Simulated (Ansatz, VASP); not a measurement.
Two plane-wave programs on Sc

The input INCAR:

```
PREC = Accurate ; ENCUT = 520
EDIFF = 1E-7 ; ISMEAR = -1
SIGMA = 0.05 ; LREAL = False
LASPH = True ; NELM = 80
ALGO = Normal ; ISIF = 2
LWAVE = False ; LCHARG = False
NBANDS = 18
```

The input KPOINTS:

```
Automatic mesh
0
Gamma
  8 8 8
```

The input POSCAR:

```
Sc
1.0
    0.0000000000      3.1385914680      3.1385914680
    3.1385914680      0.0000000000      3.1385914680
    3.1385914680      3.1385914680      0.0000000000
Sc
2
Direct
   -0.2825000000     -0.0725000000     -0.0725000000
    0.2825000000      0.0725000000      0.0725000000
```

Input for Ansatz:

```yaml
crystal:
  lattice:
    - [0.0, 3.138591468, 3.138591468]
    - [3.138591468, 0.0, 3.138591468]
    - [3.138591468, 3.138591468, 0.0]
  atoms:
    - { symbol: Sc, position: [-0.2825, -0.0725, -0.0725] }
    - { symbol: Sc, position: [0.2825, 0.0725, 0.0725] }
kpoints:
  mp_grid: { grid: [8, 8, 8] }
scf:
  occupations: { method: fermi_dirac, width: 0.05 }
hamiltonian:
  xc: lda
  pseudopotentials: { kind: paw, partial_waves: polarizable }
output:
  forces: true
  stress: true
  eigenvalues: true
  write_density: true
  write_potential: true
  elf: true
  volumetric_format: npy
```

Change from the starting cell: shortest bond scaled by 0.58, PAW files, partial_waves polarizable.

Alike in both runs: task single point; functional LDA; k mesh 8 × 8 × 8; occupations fermi-dirac, width 0.05 eV; no spin polarisation.

|  | VASP | Ansatz |
| --- | --- | --- |
| version | VASP 6.6.1 | Ansatz 0.2.0 |
| potentials or method | VASP PAW LDA potentials, release 64 (Sc_sv) | PAW with Ansatz's default frozen-core files, scalar-relativistic |
| plane-wave cutoff (eV) | 520 | 420 |
| valence electrons in the cell | 22 | 22 |

```csv
,VASP,Ansatz,Ansatz less VASP
pressure (GPa),43.1,39.4,-3.76
"traceless stress, the component that is largest in VASP (GPa)",-51.67,-47.10,+4.570
rms of the force components (eV/Å),21.700,19.740,-1.9603
```

LDA's correlation is that of Perdew and Zunger in VASP and of Perdew and Wang (1992) in Ansatz. Atom by atom the forces differ by 1.960 eV/Å (rms over components). Both programs put the cell under a high pressure, so it lies far from rest at this level.
